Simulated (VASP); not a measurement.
# ZnS in VASP: a series of runs

Runs on ZnS. Level: PBE. Tasks: single point.

Program: VASP 6.6.1. These are calculated values, not measurements. Logs are shortened: lines on timing, memory, paths and dates and some standing lists are left out, and cuts for length are marked.

## 1. The cell of the first run

It takes space group P6_3mc (No. 186, hexagonal). Conventional cell: a = 3.849 Å, b = 3.849 Å, c = 6.234 Å, α = 90.00°, β = 90.00°, γ = 120.00°. Zn (site symmetry 3m) has 4 S at 2.34 to 2.40 Å within 3.1 Å. S (site symmetry 3m) has 4 Zn at 2.34 to 2.40 Å within 3.1 Å.

## 2. Single point, PBE (equal xx and yy strain of +1 %)

File INCAR:

```
SYSTEM = ZnS
ALGO = Normal
EDIFF = 1E-6
ENCUT = 520
GGA = PE
ISIF = 2
ISMEAR = -1
LASPH = .TRUE.
LCHARG = .FALSE.
LREAL = .FALSE.
LWAVE = .FALSE.
NBANDS = 26
NELM = 80
PREC = Accurate
SIGMA = 0.03
```

File KPOINTS:

```
k-points
0
G
  8 8 5
  0 0 0
```

File POSCAR:

```
ZnS
1.0
    3.8491087694      0.0000000000      0.0000000000
   -1.9245543847      3.3334259762      0.0000000000
    0.0000000000      0.0000000000      6.2340000000
Zn S
2 2
Direct
    0.3333333333      0.6666666667      0.0000000000
    0.6666666667      0.3333333333      0.5000000000
    0.3333333333      0.6666666667      0.3850000000
    0.6666666667      0.3333333333      0.8850000000
```

Potentials or basis: VASP PAW PBE potentials, release 64 (Zn, S).

On the command line:

```sh
$ cat potpaw_PBE.64/Zn/POTCAR potpaw_PBE.64/S/POTCAR > POTCAR
$ mpirun -np 1 vasp_std > vasp.out
```

OUTCAR:

```text
SYSTEM = ZnS
   EDIFF = 1E-6
   ENCUT = 520
   GGA = PE
   ISIF = 2
   ISMEAR = -1
   LASPH = .TRUE.
   LREAL = .FALSE.
   NELM = 80
   PREC = Accurate

 ion  position               nearest neighbor table
   1  0.333  0.667  0.000-   4 2.34   4 2.34   4 2.34   3 2.40
   2  0.667  0.333  0.500-   3 2.34   3 2.34   3 2.34   4 2.40
   3  0.333  0.667  0.385-   2 2.34   2 2.34   2 2.34   1 2.40
   4  0.667  0.333  0.885-   1 2.34   1 2.34   1 2.34   2 2.40

  LATTYP: Found a hexagonal cell.
 ALAT       =     3.8491087694
 C/A-ratio  =     1.6195956969

  Lattice vectors:

 A1 = (   3.8491087694,   0.0000000000,   0.0000000000)
 A2 = (  -1.9245543847,   3.3334259762,   0.0000000000)
 A3 = (   0.0000000000,   0.0000000000,   6.2340000000)

Analysis of symmetry for initial positions (statically):
=====================================================================
 Subroutine PRICEL returns:
 Original cell was already a primitive cell.

 Routine SETGRP: Setting up the symmetry group for a
 hexagonal supercell.

 Subroutine GETGRP returns: Found 12 space group operations
 (whereof  6 operations were pure point group operations)
 out of a pool of 24 trial point group operations.

The static configuration has the point symmetry C_3v.
 The point group associated with its full space group is C_6v.

Analysis of symmetry for dynamics (positions and initial velocities):
=====================================================================
 Subroutine PRICEL returns:
 Original cell was already a primitive cell.

 Routine SETGRP: Setting up the symmetry group for a
 hexagonal supercell.

 Subroutine GETGRP returns: Found 12 space group operations
 (whereof  6 operations were pure point group operations)
 out of a pool of 24 trial point group operations.

The dynamic configuration has the point symmetry C_3v.
 The point group associated with its full space group is C_6v.

 Subroutine INISYM returns: Found 12 space group operations
 (whereof  6 operations are pure point group operations),
 and found     1 'primitive' translations

----------------------------------------------------------------------------------------

                                     Primitive cell

  volume of cell :      79.9867

  direct lattice vectors                    reciprocal lattice vectors
     3.849108769  0.000000000  0.000000000     0.259800401  0.149995831  0.000000000
    -1.924554385  3.333425976  0.000000000     0.000000000  0.299991662  0.000000000
     0.000000000  0.000000000  6.234000000     0.000000000  0.000000000  0.160410651

  length of vectors
     3.849108769  3.849108769  6.234000000     0.299991662  0.299991662  0.160410651

  position of ions in fractional coordinates (direct lattice)
     0.333333333  0.666666667  0.000000000
     0.666666667  0.333333333  0.500000000
     0.333333333  0.666666667  0.385000000
     0.666666667  0.333333333  0.885000000

  ion indices of the primitive-cell ions
   primitive index   ion index
                 1           1
                 2           2
                 3           3
                 4           4

----------------------------------------------------------------------------------------

 KPOINTS: k-points

Automatic generation of k-mesh.
 Grid dimensions read from file:
 generate k-points for:    8    8    5

 Generating k-lattice:

  Cartesian coordinates                     Fractional coordinates (reciprocal lattice)
     0.032475050  0.018749479  0.000000000     0.125000000 -0.000000000  0.000000000
     0.000000000  0.037498958  0.000000000     0.000000000  0.125000000  0.000000000
     0.000000000  0.000000000  0.032082130     0.000000000  0.000000000  0.200000000

  Length of vectors
     0.037498958  0.037498958  0.032082130

  Shift w.r.t. Gamma in fractional coordinates (k-lattice)
     0.000000000  0.000000000  0.000000000

 Subroutine IBZKPT returns following result:
 ===========================================

 Found     30 irreducible k-points:

 Following reciprocal coordinates:
            Coordinates               Weight
  0.000000  0.000000  0.000000      1.000000
  0.125000  0.000000  0.000000      6.000000
  0.250000  0.000000  0.000000      6.000000
  0.375000  0.000000  0.000000      6.000000
  0.500000  0.000000  0.000000      3.000000
  0.125000  0.125000  0.000000      6.000000
[... 16 lines left out ...]
  0.250000  0.000000  0.400000     12.000000
  0.375000  0.000000  0.400000     12.000000
 [... further k-points ...]
   k-points           NKPTS =     30   k-points in BZ     NKDIM =     30   number of bands    NBANDS=     26
   number of dos      NEDOS =    301   number of ions     NIONS =      4
   total plane-waves  NPLWV =  43200
   dimension x,y,z NGX =    30 NGY =   30 NGZ =   48
   dimension x,y,z NGXF=    60 NGYF=   60 NGZF=   96
   ions per type =               2   2
   NGX,Y,Z   is equivalent  to a cutoff of  12.96, 12.96, 12.80 a.u.
   NGXF,Y,Z  is equivalent  to a cutoff of  25.91, 25.91, 25.60 a.u.
 SYSTEM =  ZnS
   PREC   = accura    normal or accurate (medium, high low for compatibility)
   ISTART =      0    job   : 0-new  1-cont  2-samecut
   ICHARG =      2    charge: 1-file 2-atom 10-const
   ISPIN  =      1    spin polarized calculation?
   LNONCOLLINEAR =      F non collinear calculations
   LSORBIT =      F    spin-orbit coupling
   LASPH  =      T    aspherical Exc in radial PAW
   ENCUT  =  520.0 eV  38.22 Ry    6.18 a.u.   7.16  7.16 11.59*2*pi/ulx,y,z
   NELM   =     80;   NELMIN=  2; NELMDL= -5     # of ELM steps
   EDIFF  = 0.1E-05   stopping-criterion for ELM
   LREAL  =      F    real-space projection
   EDIFFG = 0.1E-04   stopping-criterion for IOM
   NSW    =      0    number of steps for IOM
   IBRION =     -1    ionic relax: 0-MD 1-quasi-New 2-CG
   NFREE  =      0    steps in history (QN), initial steepest desc. (CG)
   ISIF   =      2    stress and relaxation
   ISYM   =      2    0-nonsym 1-usesym 2-fastsym
   POTIM  = 0.5000    time-step for ionic-motion
   TEBEG  =    0.0;   TEEND  =   0.0 temperature during run
   PSTRESS=    0.0 pullay stress
   NELECT =      36.0000    total number of electrons
   NUPDOWN=      -1.0000    fix difference up-down
   EMIN   =  10.00;   EMAX   =-10.00  energy-range for DOS
   EFERMI =   0.00;   METHOD = LEGACY
   ISMEAR =    -1;   SIGMA  =   0.03  broadening in eV -4-tet -1-fermi 0-gaus
   EFERMI_NEDOS =   21; number of points for ismear=-14 and -15
   IALGO  =     38    algorithm
   IMIX   =      4    mixing-type and parameters
     AMIX     =   0.40;   BMIX     =  1.00
     AMIX_MAG =   1.60;   BMIX_MAG =  1.00
  volume/ion in A,a.u.               =      20.00       134.94
  Fermi-wavevector in a.u.,A,eV,Ry     =   1.254594  2.370838 21.415639  1.574005
  Thomas-Fermi vector in A             =   2.388391
   LORBIT       =      0    0 simple, 1 ext, 2 COOP (PROOUT), +10 PAW based schemes
   GGA     = PE    functional components
   LHFCALC =     F    Hartree Fock is set to
   AEXX    =    0.0000 exact exchange contribution
   IVDW    =     0    specifies the selected vdW correction
   LEPSILON=     F    determine dielectric tensor
   LRPA    =     F    only Hartree local field effects (RPA)
 non-spin polarized calculation
  energy-cutoff  :      520.00
  volume of cell :       79.99
 maximum number of plane-waves:      2180
 NGX is ok and might be reduce to    30
   NGX = 15   NGY = 15   NGZ = 23

 number of electron      36.0000002 magnetization

 Free energy of the ion-electron system (eV)
  ---------------------------------------------------
  ext. energy  EPLUGINS =         0.00000000
  ---------------------------------------------------
  free energy    TOTEN  =       -13.67496900 eV

  energy without entropy =      -13.67496900  energy(sigma->0) =      -13.67496900

 E-fermi :   2.5893     XC(G=0):  -9.5578

 val. band max:        2.0029159810   @ k =   0.0000   0.0000   0.0000
 cond. band min:       4.1432019507   @ k =   0.0000   0.0000   0.0000
 fundamental gap:      2.1402859697
 Fermi energy:         2.5892978395

 k-point     1 :       0.0000    0.0000    0.0000
  band No.  band energies     occupation
      1     -11.0747      2.00000
      2     -10.1641      2.00000
      3      -4.3050      2.00000
      4      -4.3050      2.00000
      5      -4.2441      2.00000
      6      -4.2408      2.00000
[... 18 lines left out ...]
     25       9.5812      0.00000
     26      11.2534      0.00000

 k-point     2 :       0.1250    0.0000    0.0000
  band No.  band energies     occupation
      1     -10.9731      2.00000
      2     -10.1079      2.00000
      3      -4.3121      2.00000
      4      -4.2814      2.00000
      5      -4.2353      2.00000
      6      -4.2161      2.00000
[... 18 lines left out ...]
     25      10.0509      0.00000
     26      10.6102      0.00000

 k-point     3 :       0.2500    0.0000    0.0000
  band No.  band energies     occupation
      1     -10.7010      2.00000
      2      -9.9776      2.00000
      3      -4.3097      2.00000
      4      -4.2291      2.00000
      5      -4.2117      2.00000
      6      -4.1395      2.00000
[... 18 lines left out ...]
     25      10.3609      0.00000
     26      10.9407      0.00000

 k-point     4 :       0.3750    0.0000    0.0000
  band No.  band energies     occupation
      1     -10.3654      2.00000
      2      -9.8753      2.00000
      3      -4.2808      2.00000
      4      -4.1876      2.00000
      5      -4.1432      2.00000
      6      -4.0494      2.00000
[... 18 lines left out ...]
     25      10.7148      0.00000
     26      12.1159      0.00000

 k-point     5 :       0.5000    0.0000    0.0000
  band No.  band energies     occupation
      1     -10.1818      2.00000
      2      -9.8653      2.00000
      3      -4.2686      2.00000
      4      -4.1745      2.00000
      5      -4.0481      2.00000
      6      -4.0150      2.00000
[... 18 lines left out ...]
     25      11.0335      0.00000
     26      13.2234      0.00000

 k-point     6 :       0.1250    0.1250    0.0000
  band No.  band energies     occupation
      1     -10.7856      2.00000
      2     -10.0144      2.00000
      3      -4.3043      2.00000
      4      -4.2517      2.00000
      5      -4.1999      2.00000
      6      -4.1959      2.00000
[... 427 lines left out ...]
 k-point    21 :       0.0000    0.0000    0.4000
  band No.  band energies     occupation
      1     -10.7926      2.00000
      2     -10.5139      2.00000
      3      -4.2893      2.00000
      4      -4.2893      2.00000
      5      -4.2696      2.00000
      6      -4.2696      2.00000
[... 18 lines left out ...]
     25       8.8940      0.00000
     26       9.4044      0.00000

 k-point    22 :       0.1250    0.0000    0.4000
  band No.  band energies     occupation
      1     -10.7024      2.00000
      2     -10.4370      2.00000
      3      -4.3036      2.00000
      4      -4.2740      2.00000
      5      -4.2628      2.00000
      6      -4.2408      2.00000
[... 18 lines left out ...]
     25       9.3310      0.00000
     26       9.7031      0.00000

 k-point    23 :       0.2500    0.0000    0.4000
  band No.  band energies     occupation
      1     -10.4668      2.00000
      2     -10.2438      2.00000
      3      -4.3074      2.00000
      4      -4.2688      2.00000
      5      -4.1998      2.00000
      6      -4.1698      2.00000
[... 18 lines left out ...]
     25       9.8777      0.00000
     26      10.3761      0.00000

 k-point    24 :       0.3750    0.0000    0.4000
  band No.  band energies     occupation
      1     -10.1958      2.00000
      2     -10.0436      2.00000
      3      -4.2892      2.00000
      4      -4.2464      2.00000
      5      -4.1416      2.00000
      6      -4.0985      2.00000
[... 18 lines left out ...]
     25      10.9267      0.00000
     26      11.3269      0.00000

 [... further k-points ...]
[... 5 lines left out ...]
  --------------------------------------------------------------------------------------
  -------------------------------------------------------------------------------------
  Total        0.5437253      0.5437253      0.2668559      0.0000000     -0.0000000      0.0000000
  in kB       10.8911153     10.8911153      5.3452700      0.0000000     -0.0000000      0.0000000
  external PRESSURE =       9.0425002 kB  Pullay stress =       0.0000000 kB

 VOLUME and BASIS-vectors are now :
 -----------------------------------------------------------------------------
  energy-cutoff  :      520.00
  volume of cell :       79.99
      direct lattice vectors                 reciprocal lattice vectors
     3.849108769  0.000000000  0.000000000     0.259800401  0.149995831  0.000000000
    -1.924554385  3.333425976  0.000000000     0.000000000  0.299991662  0.000000000
     0.000000000  0.000000000  6.234000000     0.000000000  0.000000000  0.160410651

 POSITION                                       TOTAL-FORCE (eV/Angst)
 -----------------------------------------------------------------------------------
     -0.00000      2.22228      0.00000        -0.000000      0.000000      0.252977
      1.92455      1.11114      3.11700         0.000000     -0.000000      0.252977
     -0.00000      2.22228      2.40009         0.000000      0.000000     -0.252977
      1.92455      1.11114      5.51709        -0.000000      0.000000     -0.252977
 -----------------------------------------------------------------------------------
    total drift:                               -0.000000     -0.000000      0.000505

  FREE ENERGIE OF THE ION-ELECTRON SYSTEM (eV)
  ---------------------------------------------------
  free  energy   TOTEN  =       -13.6749690024 eV

  energy  without entropy=      -13.6749690024  energy(sigma->0) =      -13.67496900
```

Wall time 88 s (1 thread of Intel Xeon Platinum 8259CL at 2.50GHz (Skylake/Cascade Lake), shared host); peak memory 0.22 GiB.

What came out:

| Quantity | Value |
| --- | --- |
| Free energy | -13.6750 eV |
| Pressure | 0.9 GPa |
| Largest force | 0.253 eV/Å |
| Band gap on the k mesh | 2.14 eV, direct |

Forces on the atoms (eV/Å):
```
Zn   0.000  0.000  0.253
Zn   0.000  0.000  0.253
S    0.000  0.000 -0.253
S    0.000  0.000 -0.253
```

Caveat: the cell differs from its parent crystal (equal xx and yy strain of +1 %).

## 3. Single point, PBE (equal xx and yy strain of +3 %)

File INCAR:

```
ALGO = Normal
EDIFF = 1E-6
ENCUT = 520
GGA = PE
ISIF = 2
ISMEAR = -1
LASPH = True
LCHARG = True
LELF = True
LREAL = False
LVHAR = True
LWAVE = False
NBANDS = 26
NELM = 80
PREC = Accurate
SIGMA = 0.03
```

File KPOINTS:

```
k-points
0
Gamma
  8 8 5
```

POSCAR, as its differences from that of step 2:

```diff
@@ -2,4 +2,4 @@
 1.0
-    3.8491087694      0.0000000000      0.0000000000
-   -1.9245543847      3.3334259762      0.0000000000
+    3.9253287450      0.0000000000      0.0000000000
+   -1.9626643725      3.3994344114      0.0000000000
     0.0000000000      0.0000000000      6.2340000000
```

Potentials or basis: VASP PAW PBE potentials, release 64 (Zn, S).

On the command line:

```sh
$ cat potpaw_PBE.64/Zn/POTCAR potpaw_PBE.64/S/POTCAR > POTCAR
$ mpirun -np 1 vasp_std > vasp.out
```

Wall time 96 s (1 thread of Intel Xeon Platinum 8259CL at 2.50GHz (Skylake/Cascade Lake), shared host); peak memory 0.22 GiB.

The run converged. Its results:

* Free energy: -13.6608 eV
* Pressure: -1.8 GPa
* Largest force: 0.146 eV/Å
* Band gap on the k mesh: 1.92 eV, direct

Forces in eV/Å, atoms in the order of the input:
```
Zn   0.000  0.000  0.146
Zn   0.000  0.000  0.146
S    0.000  0.000 -0.146
S    0.000  0.000 -0.146
```

Stress tensor (GPa, compression positive):
```
-2.41  0.00  0.00
 0.00 -2.41  0.00
 0.00  0.00 -0.52
```

Levels at points of the mesh, in eV from the valence-band top:
```csv
k point,band 15,band 16,band 17,band 18,band 19,band 20,band 21,band 22
"(0.00, 0.00, 0.00)",-0.95,-0.10,-0.10,0.00,1.92,2.63,6.16,6.16
"(0.50, 0.00, 0.00)",-2.98,-2.19,-1.48,-0.92,3.47,4.09,5.29,7.01
```

Caveat: the cell differs from its parent crystal (equal xx and yy strain of +3 %).

(Part 1 of 2 ends here.)
